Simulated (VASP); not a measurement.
Runs of VASP 6.6.1 on MgS. The structure is that of space group Fm-3m (No. 225), or close to it. The cells are those of the table. 

```csv
cell,gap on the mesh (eV),pressure (GPa)
"a = 3.974 Å, angles 60.0°, 2 atoms",(b),-10.5
"a = 3.532 Å, angles 60.0°, 2 atoms",3.03,13.2
"a = 3.606, b = 3.606, c = 3.532 Å, angles 60.7, 60.7, 58.6°, 2 atoms",2.78,8.7
"a = 3.901, b = 3.901, c = 3.826 Å, angles 60.6, 60.6, 58.7°, 2 atoms",2.29,-7.9
"a = 3.385 Å, angles 60.0°, 2 atoms",3.27,33.4
"a = 3.826 Å, angles 60.0°, 2 atoms",2.51,-6.4
"a = 3.459, b = 3.459, c = 3.385 Å, angles 60.7, 60.7, 58.6°, 2 atoms",3.01,26.1
"a = 3.754, b = 3.754, c = 3.679 Å, angles 60.7, 60.7, 58.7°, 2 atoms",(a),-1.8
```

Alike in all rows: task single point; level PBE; potentials or basis VASP PAW PBE potentials, release 64 (Mg, S); no spin polarisation; k mesh 8 × 8 × 8; cutoff (eV) 520; smearing gaussian 0.05 eV.

Task: Estimate the missing entries.

Result: (a) 2.54; (b) 2.14.

A k mesh can miss the band edges.
